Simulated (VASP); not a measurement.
# Bi (Im-3m) in VASP: notebook

Runs on Bi. Level: LDA. Tasks: single point.

Everything below comes from runs of VASP 6.6.1. Logs are shortened: lines on timing, memory, paths and dates and some standing lists are left out, and cuts for length are marked.

## Step 1: The cell of the first run

Symmetry: Im-3m, No. 229, cubic system. The conventional cell has a = 3.191 Å, b = 3.191 Å, c = 3.191 Å, α = 90.00°, β = 90.00°, γ = 90.00°. Within 3.6 Å of Bi (site symmetry m-3m) lie 14 Bi at 2.76 to 3.19 Å.

This isn't the form of Bi at room conditions, which is rhombohedral.

## Step 2: Single point, LDA

INCAR

```
SYSTEM = Bi
PREC = Accurate
ENCUT = 520
EDIFF = 1E-6
ISMEAR = 0
SIGMA = 0.05
LREAL = .FALSE.
LASPH = .TRUE.
NELM = 60
ALGO = Normal
ISIF = 2
LWAVE = .FALSE.
LCHARG = .FALSE.
NBANDS = 14
```

KPOINTS

```
regular mesh
0
G
  20 20 20
  0 0 0
```

POSCAR

```
Bi
1.0
   -1.5955815482      1.5955815482      1.5955815482
    1.5955815482     -1.5955815482      1.5955815482
    1.5955815482      1.5955815482     -1.5955815482
Bi
1
Direct
    0.0000000000      0.0000000000      0.0000000000
```

Potentials or basis: VASP PAW LDA potentials, release 64 (Bi_d).

Run with:

```console
cat potpaw_LDA.64/Bi_d/POTCAR > POTCAR
mpirun -np 1 vasp_std > vasp.out
```

OUTCAR:

```text
SYSTEM = Bi
   PREC = Accurate
   ENCUT = 520
   EDIFF = 1E-6
   ISMEAR = 0
   LREAL = .FALSE.
   LASPH = .TRUE.
   NELM = 60
   ISIF = 2

 ion  position               nearest neighbor table
   1  0.000  0.000  0.000-

  LATTYP: Found a body centered cubic cell.
 ALAT       =     3.1911630964

  Lattice vectors:

 A1 = (  -1.5955815482,   1.5955815482,   1.5955815482)
 A2 = (   1.5955815482,  -1.5955815482,   1.5955815482)
 A3 = (   1.5955815482,   1.5955815482,  -1.5955815482)

Analysis of symmetry for initial positions (statically):
=====================================================================
 Subroutine PRICEL returns:
 Original cell was already a primitive cell.

 Routine SETGRP: Setting up the symmetry group for a
 body centered cubic supercell.

 Subroutine GETGRP returns: Found 48 space group operations
 (whereof 48 operations were pure point group operations)
 out of a pool of 48 trial point group operations.

The static configuration has the point symmetry O_h .

Analysis of symmetry for dynamics (positions and initial velocities):
=====================================================================
 Subroutine PRICEL returns:
 Original cell was already a primitive cell.

 Routine SETGRP: Setting up the symmetry group for a
 body centered cubic supercell.

 Subroutine GETGRP returns: Found 48 space group operations
 (whereof 48 operations were pure point group operations)
 out of a pool of 48 trial point group operations.

The dynamic configuration has the point symmetry O_h .

 Subroutine INISYM returns: Found 48 space group operations
 (whereof 48 operations are pure point group operations),
 and found     1 'primitive' translations

----------------------------------------------------------------------------------------

                                     Primitive cell

  volume of cell :      16.2486

  direct lattice vectors                    reciprocal lattice vectors
    -1.595581548  1.595581548  1.595581548     0.000000000  0.313365369  0.313365369
     1.595581548 -1.595581548  1.595581548     0.313365369  0.000000000  0.313365369
     1.595581548  1.595581548 -1.595581548     0.313365369  0.313365369  0.000000000

  length of vectors
     2.763628309  2.763628309  2.763628309     0.443165554  0.443165554  0.443165554

  position of ions in fractional coordinates (direct lattice)
     0.000000000  0.000000000  0.000000000

  ion indices of the primitive-cell ions
   primitive index   ion index
                 1           1

----------------------------------------------------------------------------------------

 KPOINTS: regular mesh

Automatic generation of k-mesh.
 Grid dimensions read from file:
 generate k-points for:   20   20   20

 Generating k-lattice:

  Cartesian coordinates                     Fractional coordinates (reciprocal lattice)
     0.000000000  0.015668268  0.015668268     0.050000000  0.000000000  0.000000000
     0.015668268  0.000000000  0.015668268     0.000000000  0.050000000  0.000000000
     0.015668268  0.015668268  0.000000000     0.000000000  0.000000000  0.050000000

  Length of vectors
     0.022158278  0.022158278  0.022158278

  Shift w.r.t. Gamma in fractional coordinates (k-lattice)
     0.000000000  0.000000000  0.000000000

 Subroutine IBZKPT returns following result:
 ===========================================

 Found    256 irreducible k-points:

 Following reciprocal coordinates:
            Coordinates               Weight
  0.000000  0.000000  0.000000      1.000000
  0.050000  0.000000  0.000000     12.000000
  0.100000  0.000000  0.000000     12.000000
  0.150000  0.000000  0.000000     12.000000
  0.200000  0.000000  0.000000     12.000000
  0.250000  0.000000  0.000000     12.000000
[... 16 lines left out ...]
  0.200000  0.100000  0.000000     48.000000
  0.250000  0.100000  0.000000     48.000000
 [... further k-points ...]
   k-points           NKPTS =    256   k-points in BZ     NKDIM =    256   number of bands    NBANDS=     14
   number of dos      NEDOS =    301   number of ions     NIONS =      1
   total plane-waves  NPLWV =  13824
   dimension x,y,z NGX =    24 NGY =   24 NGZ =   24
   dimension x,y,z NGXF=    48 NGYF=   48 NGZF=   48
   ions per type =               1
   NGX,Y,Z   is equivalent  to a cutoff of  14.44, 14.44, 14.44 a.u.
   NGXF,Y,Z  is equivalent  to a cutoff of  28.87, 28.87, 28.87 a.u.
 SYSTEM =  Bi
   PREC   = accura    normal or accurate (medium, high low for compatibility)
   ISTART =      0    job   : 0-new  1-cont  2-samecut
   ICHARG =      2    charge: 1-file 2-atom 10-const
   ISPIN  =      1    spin polarized calculation?
   LNONCOLLINEAR =      F non collinear calculations
   LSORBIT =      F    spin-orbit coupling
   LASPH  =      T    aspherical Exc in radial PAW
   ENCUT  =  520.0 eV  38.22 Ry    6.18 a.u.   5.14  5.14  5.14*2*pi/ulx,y,z
   NELM   =     60;   NELMIN=  2; NELMDL= -5     # of ELM steps
   EDIFF  = 0.1E-05   stopping-criterion for ELM
   LREAL  =      F    real-space projection
[... 7 lines left out ...]
   TEBEG  =    0.0;   TEEND  =   0.0 temperature during run
   PSTRESS=    0.0 pullay stress
   NELECT =      15.0000    total number of electrons
   NUPDOWN=      -1.0000    fix difference up-down
   EMIN   =  10.00;   EMAX   =-10.00  energy-range for DOS
   EFERMI =   0.00;   METHOD = LEGACY
   ISMEAR =     0;   SIGMA  =   0.05  broadening in eV -4-tet -1-fermi 0-gaus
   EFERMI_NEDOS =   21; number of points for ismear=-14 and -15
   IALGO  =     38    algorithm
   IMIX   =      4    mixing-type and parameters
     AMIX     =   0.40;   BMIX     =  1.00
     AMIX_MAG =   1.60;   BMIX_MAG =  1.00
  volume/ion in A,a.u.               =      16.25       109.65
  Fermi-wavevector in a.u.,A,eV,Ry     =   1.594041  3.012301 34.571966  2.540968
  Thomas-Fermi vector in A             =   2.692177
   LORBIT       =      0    0 simple, 1 ext, 2 COOP (PROOUT), +10 PAW based schemes
   GGA     = CA    functional components
   LHFCALC =     F    Hartree Fock is set to
   AEXX    =    0.0000 exact exchange contribution
   IVDW    =     0    specifies the selected vdW correction
   LEPSILON=     F    determine dielectric tensor
   LRPA    =     F    only Hartree local field effects (RPA)
 non-spin polarized calculation
 Gauss-broadening in eV      SIGMA  =   0.05
  energy-cutoff  :      520.00
  volume of cell :       16.25
 maximum number of plane-waves:       466
 NGX is ok and might be reduce to    24
   NGX = 11   NGY = 11   NGZ = 11

 number of electron      15.0000002 magnetization

 Free energy of the ion-electron system (eV)
  ---------------------------------------------------
  ext. energy  EPLUGINS =         0.00000000
  ---------------------------------------------------
  free energy    TOTEN  =        -0.90781685 eV

  energy without entropy =       -0.90690034  energy(sigma->0) =       -0.90735859

 E-fermi :  19.1413     XC(G=0): -14.0048

 val. band max:       19.1360824300   @ k =   0.2000   0.1000   0.0000
 cond. band min:      19.1525671310   @ k =  -0.4000   0.5000   0.0500
 fundamental gap:      0.0164847010
 Fermi energy:        19.1412975783

 k-point     1 :       0.0000    0.0000    0.0000
  band No.  band energies     occupation
      1      -5.7058      2.00000
      2      -5.7058      2.00000
      3      -5.7058      2.00000
      4      -4.8387      2.00000
      5      -4.8387      2.00000
      6      -1.5187      2.00000
      7      28.3452      0.00000
      8      28.3452      0.00000
      9      28.3452      0.00000
     10      30.6725      0.00000
     11      30.6725      0.00000
     12      30.6725      0.00000
     13      35.3621      0.00000
     14      35.3621      0.00000

 k-point     2 :       0.0500    0.0000    0.0000
  band No.  band energies     occupation
      1      -5.7147      2.00000
      2      -5.6985      2.00000
      3      -5.6742      2.00000
      4      -4.8487      2.00000
      5      -4.8389      2.00000
      6      -1.4298      2.00000
      7      28.0516      0.00000
      8      28.3110      0.00000
      9      28.3748      0.00000
     10      29.8398      0.00000
     11      30.2575      0.00000
     12      30.3543      0.00000
     13      35.6886      0.00000
     14      35.9182      0.00000

 k-point     3 :       0.1000    0.0000    0.0000
  band No.  band energies     occupation
      1      -5.7403      2.00000
      2      -5.6807      2.00000
      3      -5.5813      2.00000
      4      -4.8764      2.00000
      5      -4.8395      2.00000
      6      -1.1597      2.00000
      7      26.5560      0.00000
      8      27.9898      0.00000
      9      28.4588      0.00000
     10      29.0018      0.00000
     11      29.2362      0.00000
     12      29.9909      0.00000
     13      36.0321      0.00000
     14      37.1310      0.00000
[... 324 lines left out ...]
 k-point    23 :       0.2000    0.1000    0.0000
  band No.  band energies     occupation
      1      -5.8547      2.00000
      2      -5.6766      2.00000
      3      -5.0286      2.00000
      4      -4.9805      2.00000
      5      -4.8413      2.00000
      6       1.0915      2.00000
      7      19.1361      1.11727
      8      22.7059      0.00000
      9      25.0475      0.00000
     10      29.0214      0.00000
     11      30.9613      0.00000
     12      31.5495      0.00000
     13      36.6664      0.00000
     14      37.3515      0.00000

 k-point    24 :       0.2500    0.1000    0.0000
  band No.  band energies     occupation
      1      -5.9047      2.00000
      2      -5.7074      2.00000
      3      -4.9824      2.00000
      4      -4.8827      2.00000
      5      -4.7926      2.00000
      6       2.1363      2.00000
      7      16.7464      2.00000
      8      21.8436      0.00000
      9      24.2167      0.00000
     10      29.0922      0.00000
     11      31.1586      0.00000
     12      32.1071      0.00000
     13      36.4069      0.00000
     14      38.3462      0.00000

 [... further k-points ...]

------------------------ aborting loop because EDIFF is reached ----------------------------------------

  FORCE on cell =-STRESS in cart. coord.  units (eV):
  Direction    XX          YY          ZZ          XY          YZ          ZX
  --------------------------------------------------------------------------------------
  -------------------------------------------------------------------------------------
  Total       15.4317672     15.4317672     15.4317672      0.0000000      0.0000000      0.0000000
  in kB     1521.6306122   1521.6306122   1521.6306122      0.0000000      0.0000000      0.0000000
  external PRESSURE =    1521.6306122 kB  Pullay stress =       0.0000000 kB

 VOLUME and BASIS-vectors are now :
 -----------------------------------------------------------------------------
  energy-cutoff  :      520.00
  volume of cell :       16.25
      direct lattice vectors                 reciprocal lattice vectors
    -1.595581548  1.595581548  1.595581548     0.000000000  0.313365369  0.313365369
     1.595581548 -1.595581548  1.595581548     0.313365369  0.000000000  0.313365369
     1.595581548  1.595581548 -1.595581548     0.313365369  0.313365369  0.000000000

 POSITION                                       TOTAL-FORCE (eV/Angst)
 -----------------------------------------------------------------------------------
      0.00000      0.00000      0.00000        -0.000000      0.000000      0.000000
 -----------------------------------------------------------------------------------
    total drift:                                0.000000      0.000000      0.000000

  FREE ENERGIE OF THE ION-ELECTRON SYSTEM (eV)
  ---------------------------------------------------
  free  energy   TOTEN  =        -0.9078168476 eV

  energy  without entropy=       -0.9069003372  energy(sigma->0) =       -0.90735859
```

Wall time 17 s (1 thread of Intel Xeon 6975P-C (Granite Rapids), shared host); peak memory 0.16 GiB.

What came out:

| Property | Result |
| --- | --- |
| Free energy | -0.9078 eV |
| Pressure | 152.2 GPa |
| Band gap on the k mesh | zero (an odd number of electrons rules out a gap without spin polarisation) |

Levels at points of the mesh, in eV from the Fermi level:
```csv
k point,band 6,band 7,band 8,band 9,band 10,band 11
"(0.00, 0.00, 0.00)",-20.66,9.20,9.20,9.20,11.53,11.53
"(0.50, 0.00, 0.00)",-11.95,-10.42,2.75,3.79,9.64,10.16
"(0.50, 0.50, 0.50)",-5.28,-4.11,-4.11,-4.11,3.27,3.27
```

Caveat: the cell stands under pressure; spin-orbit coupling is left out, which moves the levels of the heavy elements.

## Step 3: Single point, LDA

This run uses another cell than the first one, of 17.91 Å³/atom.

INCAR

```
SYSTEM = Bi
PREC     = Accurate       ! precision mode
ENCUT    = 520            ! plane-wave cutoff, eV
EDIFF    = 1E-6           ! SCF threshold, eV
ISMEAR   = 0              ! smearing method
SIGMA    = 0.05           ! smearing width, eV
LREAL    = .FALSE.        ! projectors in reciprocal space
LASPH    = .TRUE.         ! aspherical terms in the spheres
NELM     = 100            ! most SCF steps
ALGO     = Fast           ! electronic algorithm
ISIF     = 2              ! what is computed and relaxed
LWAVE    = .FALSE.        ! write WAVECAR
LCHARG   = .FALSE.        ! write CHGCAR
NBANDS   = 14             ! bands
```

KPOINTS is that of step 2.

POSCAR

```
Bi
1.0
   -1.6480833976      1.6480833976      1.6480833976
    1.6480833976     -1.6480833976      1.6480833976
    1.6480833976      1.6480833976     -1.6480833976
Bi
1
Direct
    0.0000000000      0.0000000000      0.0000000000
```

Potentials or basis: VASP PAW LDA potentials, release 64 (Bi_d).

Run with:

```console
cat potpaw_LDA.64/Bi_d/POTCAR > POTCAR
mpirun -np 1 vasp_std > vasp.out
```

Run time: 21 s. Hardware: 1 thread of Intel Xeon 6975P-C (Granite Rapids), shared host; peak memory 0.17 GiB.

Results (log left out):

| Item | Value |
| --- | --- |
| Free energy | -2.2005 eV |
| Pressure | 101.0 GPa |
| Band gap on the k mesh | zero (an odd number of electrons rules out a gap without spin polarisation) |

Levels at points of the mesh, in eV from the Fermi level:
| k point | band 6 | band 7 | band 8 | band 9 | band 10 | band 11 |
| --- | --- | --- | --- | --- | --- | --- |
| (0.00, 0.00, 0.00) | -19.20 | 9.66 | 9.66 | 9.66 | 10.32 | 10.32 |
| (0.50, 0.00, 0.00) | -11.67 | -9.38 | 2.60 | 4.04 | 8.94 | 9.66 |
| (0.50, 0.50, 0.50) | -5.89 | -3.62 | -3.62 | -3.62 | 3.26 | 3.26 |

Caveat: the cell stands under pressure; spin-orbit coupling is left out, which moves the levels of the heavy elements.

## Step 4: Single point, LDA

This run uses another cell than the first one, of 18.87 Å³/atom.

INCAR

```
SYSTEM = Bi
PREC = Accurate
ENCUT = 520
EDIFF = 1E-7
ISMEAR = 0
SIGMA = 0.05
LREAL = .False.
LASPH = .True.
NELM = 60
ALGO = Normal
ISIF = 2
LWAVE = .False.
LCHARG = .False.
NBANDS = 14
```

KPOINTS

```
regular mesh
0
Gamma
  20 20 20
  0 0 0
```

POSCAR

```
Bi
1.0
   -1.6771193637      1.6771193637      1.6771193637
    1.6771193637     -1.6771193637      1.6771193637
    1.6771193637      1.6771193637     -1.6771193637
Bi
1
Direct
    0.0000000000      0.0000000000      0.0000000000
```

Run with:

```console
cat potpaw_LDA.64/Bi_d/POTCAR > POTCAR
mpirun -np 1 vasp_std > vasp.out
```

It took 18 s on 1 thread of Intel Xeon 6975P-C (Granite Rapids), shared host; peak memory 0.17 GiB.

The run converged. Its results:

```
Free energy            : -2.7424 eV
Pressure               : 79.8 GPa
Band gap on the k mesh : zero (an odd number of electrons rules out a gap without spin polarisation)
```

Levels at points of the mesh, in eV from the Fermi level:
| k point | band 4 | band 5 | band 6 | band 7 | band 8 | band 9 | band 10 | band 11 | band 12 | band 13 |
| --- | --- | --- | --- | --- | --- | --- | --- | --- | --- | --- |
| (0.00, 0.00, 0.00) | -23.51 | -23.51 | -18.50 | 9.69 | 9.69 | 9.69 | 9.85 | 9.85 | 9.85 | 15.44 |
| (0.50, 0.00, 0.00) | -23.52 | -23.13 | -11.54 | -8.88 | 2.50 | 4.10 | 8.56 | 9.39 | 14.82 | 16.31 |
| (0.50, 0.50, 0.50) | -23.23 | -23.23 | -6.22 | -3.40 | -3.40 | -3.40 | 3.25 | 3.25 | 16.17 | 22.43 |

Caveat: the cell stands under pressure; spin-orbit coupling is left out, which moves the levels of the heavy elements.

(Continued in part 2 of 2.)
